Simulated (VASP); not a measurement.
# Ca (Cmcm) in VASP: further runs

Runs on Ca. Level: PBEsol. Tasks: single point.

Everything below comes from runs of VASP 6.6.1. Logs are shortened: lines on timing, memory, paths and dates and some standing lists are left out, and cuts for length are marked.

## Step 1: The cell of the first run

It takes space group Cmcm (No. 63, orthorhombic). Conventional cell: a = 4.162 Å, b = 7.169 Å, c = 5.841 Å, α = 90.00°, β = 90.00°, γ = 90.00°. Within 4.9 Å of Ca (site symmetry m2m) lie 12 Ca at 3.75 to 4.16 Å.

## Step 2: Single point, PBEsol

INCAR reads:

```
SYSTEM = Ca
ALGO = Fast
EDIFF = 1E-6
ENCUT = 520
GGA = PS
ISIF = 2
ISMEAR = 0
LASPH = .TRUE.
LCHARG = .TRUE.
LELF = .TRUE.
LREAL = .FALSE.
LVHAR = .TRUE.
LWAVE = .FALSE.
NBANDS = 17
NELM = 80
PREC = Accurate
SIGMA = 0.15
```

KPOINTS reads:

```
k-points
0
G
  16 16 8
  0 0 0
```

POSCAR reads:

```
Ca
1.0
    2.0810113943     -3.5845075837      0.0000000000
    2.0810113943      3.5845075837      0.0000000000
    0.0000000000      0.0000000000      5.8407373559
Ca
2
Direct
    0.8355866000      0.1644134000      0.2500000000
    0.1644134000      0.8355866000      0.7500000000
```

Potentials or basis: VASP PAW PBE potentials, release 64 (Ca_sv).

Run with:

```
cat potpaw_PBE.64/Ca_sv/POTCAR > POTCAR
mpirun -np 1 vasp_std > vasp.out
```

OUTCAR:

```text
SYSTEM = Ca
   EDIFF = 1E-6
   ENCUT = 520
   GGA = PS
   ISIF = 2
   ISMEAR = 0
   LASPH = .TRUE.
   LREAL = .FALSE.
   NELM = 80
   PREC = Accurate

 ion  position               nearest neighbor table
   1  0.836  0.164  0.250-
   2  0.164  0.836  0.750-

  LATTYP: Found a base centered orthorhombic cell.
 ALAT       =     4.1620227886
 B/A-ratio  =     1.7224834009
 C/A-ratio  =     1.4033410321

  Lattice vectors:

 A1 = (   2.0810113943,  -3.5845075837,   0.0000000000)
 A2 = (   2.0810113943,   3.5845075837,   0.0000000000)
 A3 = (   0.0000000000,   0.0000000000,   5.8407373559)

Analysis of symmetry for initial positions (statically):
=====================================================================
 Subroutine PRICEL returns:
 Original cell was already a primitive cell.

 Routine SETGRP: Setting up the symmetry group for a
 base centered orthorhombic supercell.

 Subroutine GETGRP returns: Found  8 space group operations
 (whereof  4 operations were pure point group operations)
 out of a pool of  8 trial point group operations.

The static configuration has the point symmetry C_2h.
 The point group associated with its full space group is D_2h.

Analysis of symmetry for dynamics (positions and initial velocities):
=====================================================================
 Subroutine PRICEL returns:
 Original cell was already a primitive cell.

 Routine SETGRP: Setting up the symmetry group for a
 base centered orthorhombic supercell.

 Subroutine GETGRP returns: Found  8 space group operations
 (whereof  4 operations were pure point group operations)
 out of a pool of  8 trial point group operations.

The dynamic configuration has the point symmetry C_2h.
 The point group associated with its full space group is D_2h.

 Subroutine INISYM returns: Found  8 space group operations
 (whereof  4 operations are pure point group operations),
 and found     1 'primitive' translations

----------------------------------------------------------------------------------------

                                     Primitive cell

  volume of cell :      87.1368

  direct lattice vectors                    reciprocal lattice vectors
     2.081011394 -3.584507584  0.000000000     0.240267786 -0.139489173  0.000000000
     2.081011394  3.584507584  0.000000000     0.240267786  0.139489173  0.000000000
     0.000000000  0.000000000  5.840737356     0.000000000  0.000000000  0.171211260

  length of vectors
     4.144792280  4.144792280  5.840737356     0.277823394  0.277823394  0.171211260

  position of ions in fractional coordinates (direct lattice)
     0.835586600  0.164413400  0.250000000
     0.164413400  0.835586600  0.750000000

  ion indices of the primitive-cell ions
   primitive index   ion index
                 1           1
                 2           2

----------------------------------------------------------------------------------------

 KPOINTS: k-points

Automatic generation of k-mesh.
 Grid dimensions read from file:
 generate k-points for:   16   16    8

 Generating k-lattice:

  Cartesian coordinates                     Fractional coordinates (reciprocal lattice)
     0.015016737 -0.008718073  0.000000000     0.062500000  0.000000000  0.000000000
     0.015016737  0.008718073  0.000000000     0.000000000  0.062500000  0.000000000
     0.000000000  0.000000000  0.021401407     0.000000000  0.000000000  0.125000000

  Length of vectors
     0.017363962  0.017363962  0.021401407

  Shift w.r.t. Gamma in fractional coordinates (k-lattice)
     0.000000000  0.000000000  0.000000000

 Subroutine IBZKPT returns following result:
 ===========================================

 Found    365 irreducible k-points:

 Following reciprocal coordinates:
            Coordinates               Weight
  0.000000  0.000000  0.000000      1.000000
  0.062500  0.000000  0.000000      4.000000
  0.125000  0.000000  0.000000      4.000000
  0.187500  0.000000  0.000000      4.000000
  0.250000  0.000000  0.000000      4.000000
  0.312500  0.000000  0.000000      4.000000
[... 16 lines left out ...]
 -0.125000  0.062500  0.000000      4.000000
 -0.062500  0.062500  0.000000      2.000000
 [... further k-points ...]
   k-points           NKPTS =    365   k-points in BZ     NKDIM =    365   number of bands    NBANDS=     17
   number of dos      NEDOS =    301   number of ions     NIONS =      2
   total plane-waves  NPLWV =  49152
   dimension x,y,z NGX =    32 NGY =   32 NGZ =   48
   dimension x,y,z NGXF=    64 NGYF=   64 NGZF=   96
   ions per type =               2
   NGX,Y,Z   is equivalent  to a cutoff of  12.84, 12.84, 13.66 a.u.
   NGXF,Y,Z  is equivalent  to a cutoff of  25.67, 25.67, 27.32 a.u.
 SYSTEM =  Ca
   PREC   = accura    normal or accurate (medium, high low for compatibility)
   ISTART =      0    job   : 0-new  1-cont  2-samecut
   ICHARG =      2    charge: 1-file 2-atom 10-const
   ISPIN  =      1    spin polarized calculation?
   LNONCOLLINEAR =      F non collinear calculations
   LSORBIT =      F    spin-orbit coupling
   LASPH  =      T    aspherical Exc in radial PAW
   ENCUT  =  520.0 eV  38.22 Ry    6.18 a.u.   7.71  7.71 10.86*2*pi/ulx,y,z
   NELM   =     80;   NELMIN=  2; NELMDL= -5     # of ELM steps
   EDIFF  = 0.1E-05   stopping-criterion for ELM
   LREAL  =      F    real-space projection
   EDIFFG = 0.1E-04   stopping-criterion for IOM
   NSW    =      0    number of steps for IOM
   IBRION =     -1    ionic relax: 0-MD 1-quasi-New 2-CG
   NFREE  =      0    steps in history (QN), initial steepest desc. (CG)
   ISIF   =      2    stress and relaxation
   ISYM   =      2    0-nonsym 1-usesym 2-fastsym
   POTIM  = 0.5000    time-step for ionic-motion
   TEBEG  =    0.0;   TEEND  =   0.0 temperature during run
   PSTRESS=    0.0 pullay stress
   NELECT =      20.0000    total number of electrons
   NUPDOWN=      -1.0000    fix difference up-down
   EMIN   =  10.00;   EMAX   =-10.00  energy-range for DOS
   EFERMI =   0.00;   METHOD = LEGACY
   ISMEAR =     0;   SIGMA  =   0.15  broadening in eV -4-tet -1-fermi 0-gaus
   EFERMI_NEDOS =   21; number of points for ismear=-14 and -15
   IALGO  =     68    algorithm
   IMIX   =      4    mixing-type and parameters
     AMIX     =   0.40;   BMIX     =  1.00
     AMIX_MAG =   1.60;   BMIX_MAG =  1.00
  volume/ion in A,a.u.               =      43.57       294.01
  Fermi-wavevector in a.u.,A,eV,Ry     =   1.002346  1.894159 13.669737  1.004697
  Thomas-Fermi vector in A             =   2.134827
   LORBIT       =      0    0 simple, 1 ext, 2 COOP (PROOUT), +10 PAW based schemes
   GGA     = PS    functional components
   LHFCALC =     F    Hartree Fock is set to
   AEXX    =    0.0000 exact exchange contribution
   IVDW    =     0    specifies the selected vdW correction
   LEPSILON=     F    determine dielectric tensor
   LRPA    =     F    only Hartree local field effects (RPA)
 non-spin polarized calculation
 RMM-DIIS sequential band-by-band and
 Gauss-broadening in eV      SIGMA  =   0.15
  energy-cutoff  :      520.00
  volume of cell :       87.14
 maximum number of plane-waves:      2367
   NGX = 15   NGY = 15   NGZ = 21

 number of electron      20.0000004 magnetization

 Free energy of the ion-electron system (eV)
  ---------------------------------------------------
  ext. energy  EPLUGINS =         0.00000000
  ---------------------------------------------------
  free energy    TOTEN  =        -4.15280754 eV

  energy without entropy =       -4.12145953  energy(sigma->0) =       -4.13713354

 E-fermi :   1.7993     XC(G=0):  -7.7040

 val. band max:        1.7992579724   @ k =   0.3125   0.0625   0.1250
 cond. band min:       1.8005175506   @ k =   0.5000   0.2500   0.2500
 fundamental gap:      0.0012595782
 Fermi energy:         1.7993004050

 k-point     1 :       0.0000    0.0000    0.0000
  band No.  band energies     occupation
      1     -40.1510      2.00000
      2     -40.1292      2.00000
      3     -21.3106      2.00000
      4     -21.1850      2.00000
      5     -21.1817      2.00000
      6     -21.1462      2.00000
[... 9 lines left out ...]
     16       4.3405      0.00000
     17       4.3600      0.00000

 k-point     2 :       0.0625    0.0000    0.0000
  band No.  band energies     occupation
      1     -40.1507      2.00000
      2     -40.1292      2.00000
      3     -21.3089      2.00000
      4     -21.1863      2.00000
      5     -21.1834      2.00000
      6     -21.1483      2.00000
[... 9 lines left out ...]
     16       4.2762      0.00000
     17       4.4147      0.00000

 k-point     3 :       0.1250    0.0000    0.0000
  band No.  band energies     occupation
      1     -40.1497      2.00000
      2     -40.1293      2.00000
      3     -21.3039      2.00000
      4     -21.1909      2.00000
      5     -21.1871      2.00000
      6     -21.1547      2.00000
[... 9 lines left out ...]
     16       4.1565      0.00000
     17       4.4999      0.00000

 k-point     4 :       0.1875    0.0000    0.0000
  band No.  band energies     occupation
      1     -40.1482      2.00000
      2     -40.1296      2.00000
      3     -21.2960      2.00000
      4     -21.1991      2.00000
      5     -21.1914      2.00000
      6     -21.1643      2.00000
[... 9 lines left out ...]
     16       4.2089      0.00000
     17       4.6364      0.00000

 k-point     5 :       0.2500    0.0000    0.0000
  band No.  band energies     occupation
      1     -40.1463      2.00000
      2     -40.1300      2.00000
      3     -21.2856      2.00000
      4     -21.2093      2.00000
      5     -21.1960      2.00000
      6     -21.1754      2.00000
[... 9 lines left out ...]
     16       4.4582      0.00000
     17       4.8630      0.00000

 k-point     6 :       0.3125    0.0000    0.0000
  band No.  band energies     occupation
      1     -40.1443      2.00000
      2     -40.1305      2.00000
      3     -21.2738      2.00000
      4     -21.2198      2.00000
      5     -21.2004      2.00000
      6     -21.1862      2.00000
[... 9 lines left out ...]
     16       4.7651      0.00000
     17       5.0601      0.00000

 k-point     7 :       0.3750    0.0000    0.0000
  band No.  band energies     occupation
      1     -40.1423      2.00000
      2     -40.1312      2.00000
      3     -21.2620      2.00000
      4     -21.2288      2.00000
      5     -21.2041      2.00000
      6     -21.1950      2.00000
[... 9 lines left out ...]
     16       5.1084      0.00000
     17       5.2733      0.00000

 k-point     8 :       0.4375    0.0000    0.0000
  band No.  band energies     occupation
      1     -40.1407      2.00000
      2     -40.1319      2.00000
      3     -21.2522      2.00000
      4     -21.2349      2.00000
      5     -21.2068      2.00000
      6     -21.2007      2.00000
[... 9 lines left out ...]
     16       5.3671      0.00000
     17       5.5171      0.00000
[... 203 lines left out ...]
      1     -40.1430      2.00000
      2     -40.1310      2.00000
      3     -21.2664      2.00000
      4     -21.2243      2.00000
      5     -21.2058      2.00000
      6     -21.1887      2.00000
[... 9 lines left out ...]
     16       4.9509      0.00000
     17       5.2068      0.00000

 k-point    20 :      -0.3125    0.0625    0.0000
  band No.  band energies     occupation
      1     -40.1451      2.00000
      2     -40.1303      2.00000
      3     -21.2784      2.00000
      4     -21.2144      2.00000
      5     -21.2015      2.00000
      6     -21.1794      2.00000
[... 9 lines left out ...]
     16       4.6349      0.00000
     17       4.9438      0.00000

 k-point    21 :      -0.2500    0.0625    0.0000
  band No.  band energies     occupation
      1     -40.1470      2.00000
      2     -40.1298      2.00000
      3     -21.2896      2.00000
      4     -21.2044      2.00000
      5     -21.1961      2.00000
      6     -21.1692      2.00000
[... 9 lines left out ...]
     16       4.3651      0.00000
     17       4.7251      0.00000

 k-point    22 :      -0.1875    0.0625    0.0000
  band No.  band energies     occupation
      1     -40.1488      2.00000
      2     -40.1295      2.00000
      3     -21.2988      2.00000
      4     -21.1960      2.00000
      5     -21.1903      2.00000
      6     -21.1596      2.00000
[... 9 lines left out ...]
     16       4.1713      0.00000
     17       4.8822      0.00000

 k-point    23 :      -0.1250    0.0625    0.0000
  band No.  band energies     occupation
      1     -40.1500      2.00000
      2     -40.1293      2.00000
      3     -21.3054      2.00000
      4     -21.1902      2.00000
      5     -21.1853      2.00000
      6     -21.1519      2.00000
[... 9 lines left out ...]
     16       4.2083      0.00000
     17       4.4415      0.00000

 k-point    24 :      -0.0625    0.0625    0.0000
  band No.  band energies     occupation
      1     -40.1507      2.00000
      2     -40.1292      2.00000
      3     -21.3089      2.00000
      4     -21.1870      2.00000
      5     -21.1828      2.00000
      6     -21.1473      2.00000
[... 9 lines left out ...]
     16       4.3082      0.00000
     17       4.3381      0.00000

 [... further k-points ...]
[... 5 lines left out ...]
  --------------------------------------------------------------------------------------
  -------------------------------------------------------------------------------------
  Total       -1.1233007     -0.9768239      0.7927396      0.0000000      0.0000000      0.0000000
  in kB      -20.6540389    -17.9607807     14.5760390      0.0000000      0.0000000      0.0000000
  external PRESSURE =      -8.0129269 kB  Pullay stress =       0.0000000 kB

 VOLUME and BASIS-vectors are now :
 -----------------------------------------------------------------------------
  energy-cutoff  :      520.00
  volume of cell :       87.14
      direct lattice vectors                 reciprocal lattice vectors
     2.081011394 -3.584507584  0.000000000     0.240267786 -0.139489173  0.000000000
     2.081011394  3.584507584  0.000000000     0.240267786  0.139489173  0.000000000
     0.000000000  0.000000000  5.840737356     0.000000000  0.000000000  0.171211260

 POSITION                                       TOTAL-FORCE (eV/Angst)
 -----------------------------------------------------------------------------------
      2.08101     -2.40583      1.46018         0.000000      0.030917     -0.000000
      2.08101      2.40583      4.38055         0.000000     -0.030917      0.000000
 -----------------------------------------------------------------------------------
    total drift:                                0.000000      0.000000      0.000000

  FREE ENERGIE OF THE ION-ELECTRON SYSTEM (eV)
  ---------------------------------------------------
  free  energy   TOTEN  =        -4.1528075390 eV

  energy  without entropy=       -4.1214595343  energy(sigma->0) =       -4.13713354
```

It took 11 min on 1 thread of Oxide Virtual Turin-like, shared host; peak memory 0.52 GiB.

Results:

```
Free energy            : -4.1528 eV
Pressure               : -0.8 GPa
Largest force          : 0.031 eV/Å
Band gap on the k mesh : zero (band 10 reaches 1.93 eV, above the bottom of band 11 at 1.49 eV)
```

Forces on the atoms (eV/Å):
```
Ca   0.000  0.031  0.000
Ca   0.000 -0.031  0.000
```

Caveat: the PAW data sets were made with another functional, which shifts forces and pressure a little.

[end of part 1 of 2]
